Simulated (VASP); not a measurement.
# SiC (F-43m) in VASP: settings compared

The runs below take SiC through single point, with PBE-based global hybrid with 35 % exact exchange, r2SCAN-based global hybrid with 15 % exact exchange.

All numbers are computed with VASP 6.6.1; they aren't measurements. Logs are shortened: lines on timing, memory, paths and dates and some standing lists are left out, and cuts for length are marked.

## (1) The cell of the first run

Symmetry: F-43m, No. 216, cubic system. The conventional cell has a = 4.348 Å, b = 4.348 Å, c = 4.348 Å, α = 90.00°, β = 90.00°, γ = 90.00°. Si (site symmetry -43m) has 4 C at 1.88 Å within 2.5 Å. Within 2.5 Å of C (site symmetry -43m) lie 4 Si at 1.88 Å.

## (2) Single point, PBE-based global hybrid with 35 % exact exchange

POSCAR

```
SiC
1.0
    0.0000000000      2.1739983056      2.1739983056
    2.1739983056      0.0000000000      2.1739983056
    2.1739983056      2.1739983056      0.0000000000
Si C
1 1
Direct
    0.0000000000      0.0000000000      0.0000000000
    0.7500000000      0.7500000000      0.7500000000
```

INCAR.step1

```
  PREC = Accurate
  ENCUT = 520
  EDIFF = 1E-5
  ISMEAR = 0
  SIGMA = 0.05
  LREAL = F
  LASPH = T
  NELM = 120
  ALGO = Normal
  ISIF = 2
  LWAVE = T
  GGA = PE
  NBANDS = 11
  GGA_COMPAT = F
```

INCAR.step2

```
  PREC = Accurate
  ENCUT = 520
  EDIFF = 1E-6
  ISMEAR = 0
  SIGMA = 0.05
  LREAL = F
  LASPH = T
  NELM = 120
  ALGO = Normal
  ISIF = 2
  LWAVE = F
  LCHARG = T
  GGA = PE
  LHFCALC = T
  AEXX = 0.35
  PRECFOCK = Normal
  LELF = T
  LVHAR = T
  ISTART = 1
  NBANDS = 11
  GGA_COMPAT = F
```

KPOINTS

```
regular mesh
0
Gamma
  6 6 6
```

Potentials or basis: VASP PAW PBE potentials, release 64 (Si, C).

Run with:

```
cat potpaw_PBE.64/Si/POTCAR potpaw_PBE.64/C/POTCAR > POTCAR
cp INCAR.step1 INCAR
mpirun -np 1 vasp_std > vasp.out
cp INCAR.step2 INCAR
mpirun -np 1 vasp_std > vasp.out
```

OUTCAR:

```text
PREC = Accurate
   ENCUT = 520
   EDIFF = 1E-6
   ISMEAR = 0
   LREAL = F
   LASPH = T
   NELM = 120
   ISIF = 2
   GGA = PE
   LHFCALC = T
   AEXX = 0.35
   PRECFOCK = Normal
   ISTART = 1

 ion  position               nearest neighbor table
   1  0.000  0.000  0.000-   2 1.88   2 1.88   2 1.88   2 1.88
   2  0.750  0.750  0.750-   1 1.88   1 1.88   1 1.88   1 1.88

  LATTYP: Found a face centered cubic cell.
 ALAT       =     4.3479966112

  Lattice vectors:

 A1 = (   0.0000000000,   2.1739983056,   2.1739983056)
 A2 = (   2.1739983056,   0.0000000000,   2.1739983056)
 A3 = (   2.1739983056,   2.1739983056,   0.0000000000)

Analysis of symmetry for initial positions (statically):
=====================================================================
 Subroutine PRICEL returns:
 Original cell was already a primitive cell.

 Routine SETGRP: Setting up the symmetry group for a
 face centered cubic supercell.

 Subroutine GETGRP returns: Found 24 space group operations
 (whereof 24 operations were pure point group operations)
 out of a pool of 48 trial point group operations.

The static configuration has the point symmetry T_d .

Analysis of symmetry for dynamics (positions and initial velocities):
=====================================================================
 Subroutine PRICEL returns:
 Original cell was already a primitive cell.

 Routine SETGRP: Setting up the symmetry group for a
 face centered cubic supercell.

 Subroutine GETGRP returns: Found 24 space group operations
 (whereof 24 operations were pure point group operations)
 out of a pool of 48 trial point group operations.

The dynamic configuration has the point symmetry T_d .

 Subroutine INISYM returns: Found 24 space group operations
 (whereof 24 operations are pure point group operations),
 and found     1 'primitive' translations

----------------------------------------------------------------------------------------

                                     Primitive cell

  volume of cell :      20.5498

  direct lattice vectors                    reciprocal lattice vectors
     0.000000000  2.173998306  2.173998306    -0.229990980  0.229990980  0.229990980
     2.173998306  0.000000000  2.173998306     0.229990980 -0.229990980  0.229990980
     2.173998306  2.173998306  0.000000000     0.229990980  0.229990980 -0.229990980

  length of vectors
     3.074497888  3.074497888  3.074497888     0.398356062  0.398356062  0.398356062

  position of ions in fractional coordinates (direct lattice)
     0.000000000  0.000000000  0.000000000
     0.750000000  0.750000000  0.750000000

  ion indices of the primitive-cell ions
   primitive index   ion index
                 1           1
                 2           2

----------------------------------------------------------------------------------------

 KPOINTS: regular mesh

Automatic generation of k-mesh.
 Grid dimensions read from file:
 generate k-points for:    6    6    6

 Generating k-lattice:

  Cartesian coordinates                     Fractional coordinates (reciprocal lattice)
    -0.038331830  0.038331830  0.038331830     0.166666667  0.000000000  0.000000000
     0.038331830 -0.038331830  0.038331830     0.000000000  0.166666667  0.000000000
     0.038331830  0.038331830 -0.038331830     0.000000000  0.000000000  0.166666667

  Length of vectors
     0.066392677  0.066392677  0.066392677

  Shift w.r.t. Gamma in fractional coordinates (k-lattice)
     0.000000000  0.000000000  0.000000000

 Subroutine IBZKPT returns following result:
 ===========================================

 Found     16 irreducible k-points:

 Following reciprocal coordinates:
            Coordinates               Weight
  0.000000  0.000000  0.000000      1.000000
  0.166667  0.000000  0.000000      8.000000
  0.333333  0.000000  0.000000      8.000000
  0.500000  0.000000  0.000000      4.000000
  0.166667  0.166667  0.000000      6.000000
  0.333333  0.166667  0.000000     24.000000
[... 8 lines left out ...]
 -0.333333  0.333333  0.166667     24.000000
 -0.333333  0.500000  0.166667     12.000000
   k-points           NKPTS =     16   k-points in BZ     NKDIM =    216   number of bands    NBANDS=     11
   number of dos      NEDOS =    301   number of ions     NIONS =      2
   total plane-waves  NPLWV =  13824
   dimension x,y,z NGX =    24 NGY =   24 NGZ =   24
   dimension x,y,z NGXF=    48 NGYF=   48 NGZF=   48
   ions per type =               1   1
   NGX,Y,Z   is equivalent  to a cutoff of  12.98, 12.98, 12.98 a.u.
   NGXF,Y,Z  is equivalent  to a cutoff of  25.95, 25.95, 25.95 a.u.
 SYSTEM =  unknown system
   PREC   = accura    normal or accurate (medium, high low for compatibility)
   ISTART =      1    job   : 0-new  1-cont  2-samecut
   ICHARG =      0    charge: 1-file 2-atom 10-const
   ISPIN  =      1    spin polarized calculation?
   LNONCOLLINEAR =      F non collinear calculations
   LSORBIT =      F    spin-orbit coupling
   LASPH  =      T    aspherical Exc in radial PAW
   ENCUT  =  520.0 eV  38.22 Ry    6.18 a.u.   5.72  5.72  5.72*2*pi/ulx,y,z
   NELM   =    120;   NELMIN=  2; NELMDL=  0     # of ELM steps
   EDIFF  = 0.1E-05   stopping-criterion for ELM
   LREAL  =      F    real-space projection
   EDIFFG = 0.1E-04   stopping-criterion for IOM
   NSW    =      0    number of steps for IOM
   IBRION =     -1    ionic relax: 0-MD 1-quasi-New 2-CG
   NFREE  =      0    steps in history (QN), initial steepest desc. (CG)
   ISIF   =      2    stress and relaxation
   ISYM   =      3    0-nonsym 1-usesym 2-fastsym
   POTIM  = 0.5000    time-step for ionic-motion
   TEBEG  =    0.0;   TEEND  =   0.0 temperature during run
   PSTRESS=    0.0 pullay stress
   NELECT =       8.0000    total number of electrons
   NUPDOWN=      -1.0000    fix difference up-down
   EMIN   =  10.00;   EMAX   =-10.00  energy-range for DOS
   EFERMI =   0.00;   METHOD = LEGACY
   ISMEAR =     0;   SIGMA  =   0.05  broadening in eV -4-tet -1-fermi 0-gaus
   EFERMI_NEDOS =   21; number of points for ismear=-14 and -15
   IALGO  =     38    algorithm
   IMIX   =      1    mixing-type and parameters
     AMIX     =   0.40;   BMIX     =  1.00
     AMIX_MAG =   1.60;   BMIX_MAG =  1.00
  volume/ion in A,a.u.               =      10.27        69.34
  Fermi-wavevector in a.u.,A,eV,Ry     =   1.195370  2.258921 19.441488  1.428909
  Thomas-Fermi vector in A             =   2.331337
   LORBIT       =      0    0 simple, 1 ext, 2 COOP (PROOUT), +10 PAW based schemes
   GGA     = PE    functional components
   LHFCALC =     T    Hartree Fock is set to
   PRECFOCK=normal    Normal, Fast or Accurate (Low or Medium for compatibility)
   ENCUT4O =  -1.0   cutoff for four orbital integrals eV
   NKREDX  =     1    reduce k-point grid by
   NKREDY  =     1    reduce k-point grid by
   NKREDZ  =     1    reduce k-point grid by
   AEXX    =    0.3500 exact exchange contribution
   HFSCREEN=    0.0000 screening length (either q_TF or 0.3 A-1)
   HFSCREENC=   0.0000 screening length for correlation (either q_TF or 0.3 A-1)
   ENCUTFOCK=  -1.0 apply spherical cutoff to Coloumb kernel
   IVDW    =     0    specifies the selected vdW correction
   LEPSILON=     F    determine dielectric tensor
   LRPA    =     F    only Hartree local field effects (RPA)
 non-spin polarized calculation
 Gauss-broadening in eV      SIGMA  =   0.05
  energy-cutoff  :      520.00
  volume of cell :       20.55
 maximum number of plane-waves:       568
  NGX = 18; NGY = 18; NGZ = 18

 number of electron       8.0000001 magnetization

 Free energy of the ion-electron system (eV)
  ---------------------------------------------------
  ext. energy  EPLUGINS =         0.00000000
  ---------------------------------------------------
  free energy    TOTEN  =       -19.87231615 eV

  energy without entropy =      -19.87231615  energy(sigma->0) =      -19.87231615

 E-fermi :   7.0342     XC(G=0):  -8.0085

 val. band max:        6.7652828589   @ k =   0.0000   0.0000   0.0000
 cond. band min:      10.4173329551   @ k =   0.5000   0.5000   0.0000
 fundamental gap:      3.6520500962
 Fermi energy:         7.0341927719

 k-point     1 :       0.0000    0.0000    0.0000
  band No.  band energies     occupation
      1     -10.9639      2.00000
      2       6.7653      2.00000
      3       6.7653      2.00000
      4       6.7653      2.00000
      5      16.0043      0.00000
      6      17.0028      0.00000
      7      17.0028      0.00000
      8      17.0028      0.00000
      9      24.6400      0.00000
     10      24.6400      0.00000
     11      26.5464      0.00000

 k-point     2 :       0.1667    0.0000    0.0000
  band No.  band energies     occupation
      1     -10.3557      2.00000
      2       4.0750      2.00000
      3       6.3925      2.00000
      4       6.3925      2.00000
      5      16.0175      0.00000
      6      17.5973      0.00000
      7      17.5973      0.00000
      8      18.2959      0.00000
      9      22.9350      0.00000
     10      22.9350      0.00000
     11      25.6366      0.00000

 k-point     3 :       0.3333    0.0000    0.0000
  band No.  band energies     occupation
      1      -8.6361      2.00000
      2      -0.3212      2.00000
      3       5.7999      2.00000
      4       5.7999      2.00000
      5      15.3041      0.00000
      6      17.3510      0.00000
      7      17.3510      0.00000
      8      20.0034      0.00000
      9      24.4538      0.00000
     10      24.4538      0.00000
     11      25.3554      0.00000

 k-point     4 :       0.5000    0.0000    0.0000
  band No.  band energies     occupation
      1      -6.9684      2.00000
      2      -3.0049      2.00000
      3       5.5572      2.00000
      4       5.5572      2.00000
      5      15.0390      0.00000
      6      16.8679      0.00000
      7      16.8679      0.00000
      8      20.0595      0.00000
      9      26.5400      0.00000
     10      27.7883      0.00000
     11      27.7883      0.00000

 k-point     5 :       0.1667    0.1667    0.0000
  band No.  band energies     occupation
      1     -10.1523      2.00000
      2       4.7397      2.00000
      3       5.5056      2.00000
      4       5.5056      2.00000
      5      15.0415      0.00000
      6      17.1659      0.00000
      7      18.9724      0.00000
      8      18.9724      0.00000
      9      20.6994      0.00000
     10      25.5233      0.00000
     11      28.9876      0.00000
[... 99 lines left out ...]
 k-point    13 :       0.5000    0.5000    0.0000
  band No.  band energies     occupation
      1      -5.3508      2.00000
      2      -2.1433      2.00000
      3       3.1125      2.00000
      4       3.1125      2.00000
      5      10.4173      0.00000
      6      13.6634      0.00000
      7      24.6687      0.00000
      8      24.6687      0.00000
      9      25.5123      0.00000
     10      30.8038      0.00000
     11      32.8652      0.00000

 k-point    14 :       0.5000    0.3333    0.1667
  band No.  band energies     occupation
      1      -7.1915      2.00000
      2      -0.0688      2.00000
      3       2.1092      2.00000
      4       4.0425      2.00000
      5      14.3211      0.00000
      6      17.4363      0.00000
      7      18.4807      0.00000
      8      21.9486      0.00000
      9      23.7249      0.00000
     10      27.2423      0.00000
     11      31.0994      0.00000

 k-point    15 :      -0.3333    0.3333    0.1667
  band No.  band energies     occupation
      1      -5.7562      2.00000
      2      -1.6522      2.00000
      3       1.3959      2.00000
      4       3.2526      2.00000
      5      14.5599      0.00000
      6      17.6605      0.00000
      7      20.4917      0.00000
      8      21.3149      0.00000
      9      23.3242      0.00000
     10      26.9316      0.00000
     11      31.6957      0.00000

 k-point    16 :      -0.3333    0.5000    0.1667
  band No.  band energies     occupation
      1      -5.1670      2.00000
      2      -1.5505      2.00000
      3       1.6275      2.00000
      4       1.8428      2.00000
      5      13.3041      0.00000
      6      16.7229      0.00000
      7      20.9969      0.00000
      8      22.4775      0.00000
      9      24.8439      0.00000
     10      28.2726      0.00000
     11      32.0046      0.00000

------------------------ aborting loop because EDIFF is reached ----------------------------------------

  FORCE on cell =-STRESS in cart. coord.  units (eV):
  Direction    XX          YY          ZZ          XY          YZ          ZX
  --------------------------------------------------------------------------------------
  -------------------------------------------------------------------------------------
  Total       -0.3062369     -0.3062369     -0.3062369     -0.0000000      0.0000000      0.0000000
  in kB      -23.8759445    -23.8759445    -23.8759445     -0.0000000      0.0000000      0.0000000
  external PRESSURE =     -23.8759445 kB  Pullay stress =       0.0000000 kB

 VOLUME and BASIS-vectors are now :
 -----------------------------------------------------------------------------
  energy-cutoff  :      520.00
  volume of cell :       20.55
      direct lattice vectors                 reciprocal lattice vectors
     0.000000000  2.173998306  2.173998306    -0.229990980  0.229990980  0.229990980
     2.173998306  0.000000000  2.173998306     0.229990980 -0.229990980  0.229990980
     2.173998306  2.173998306  0.000000000     0.229990980  0.229990980 -0.229990980

 POSITION                                       TOTAL-FORCE (eV/Angst)
 -----------------------------------------------------------------------------------
      0.00000      0.00000      0.00000        -0.000000     -0.000000     -0.000000
      3.26100      3.26100      3.26100         0.000000      0.000000      0.000000
 -----------------------------------------------------------------------------------
    total drift:                                0.000000      0.000000      0.000000

  FREE ENERGIE OF THE ION-ELECTRON SYSTEM (eV)
  ---------------------------------------------------
  free  energy   TOTEN  =       -19.8723161519 eV

  energy  without entropy=      -19.8723161519  energy(sigma->0) =      -19.87231615
```

Run time: 12 min. Hardware: 1 thread of Intel Xeon 8259CL, shared host; peak memory 0.14 GiB.

What came out:

```
Free energy            : -19.8723 eV
Pressure               : -2.4 GPa
Band gap on the k mesh : 3.65 eV (least direct gap 7.30 eV)
```

Caveat: the PAW data sets were made with another functional, which shifts forces and pressure a little. A k mesh can miss the band edges.

## (3) Single point, r2SCAN-based global hybrid with 15 % exact exchange

POSCAR is that of step 2.

INCAR.step1

```
SYSTEM = SiC
PREC = Accurate
ENCUT = 580
EDIFF = 1E-5
ISMEAR = 0
SIGMA = 0.05
LREAL = .False.
LASPH = .True.
NELM = 120
ALGO = Normal
ISIF = 2
LWAVE = .True.
GGA = PE
NBANDS = 11
GGA_COMPAT = .False.
```

INCAR.step2

```
SYSTEM = SiC
PREC = Accurate
ENCUT = 580
EDIFF = 1E-6
ISMEAR = 0
SIGMA = 0.05
LREAL = .False.
LASPH = .True.
NELM = 120
ALGO = Normal
ISIF = 2
LWAVE = .False.
LCHARG = .True.
METAGGA = R2SCAN
LHFCALC = .True.
AEXX = 0.15
LMIXTAU = .True.
PRECFOCK = Normal
LELF = .True.
LVHAR = .True.
ISTART = 1
NBANDS = 11
GGA_COMPAT = .False.
```

KPOINTS

```
regular mesh
0
Gamma
  6 6 6
  0 0 0
```

Potentials or basis: VASP PAW PBE potentials, release 64 (Si, C).

Run with:

```
cat potpaw_PBE.64/Si/POTCAR potpaw_PBE.64/C/POTCAR > POTCAR
cp INCAR.step1 INCAR
mpirun -np 1 vasp_std > vasp.out
cp INCAR.step2 INCAR
mpirun -np 1 vasp_std > vasp.out
```

Wall time 16 min (1 thread of Intel Xeon 8259CL, shared host); peak memory 0.15 GiB.

Results (log left out):

* Free energy: -20.6984 eV
* Pressure: -1.1 GPa
* Band gap on the k mesh: 2.61 eV (least direct gap 6.12 eV)

Levels at points of the mesh, in eV from the valence-band top:
```csv
k point,band 2,band 3,band 4,band 5,band 6,band 7
"(0.00, 0.00, 0.00)",0.00,0.00,0.00,8.00,8.98,8.98
"(0.50, 0.00, 0.00)",-9.32,-1.17,-1.17,7.09,8.86,8.86
"(0.50, 0.50, 0.00)",-8.49,-3.52,-3.52,2.61,5.81,16.56
```

Caveat: the PAW data sets were made with another functional, which shifts forces and pressure a little.
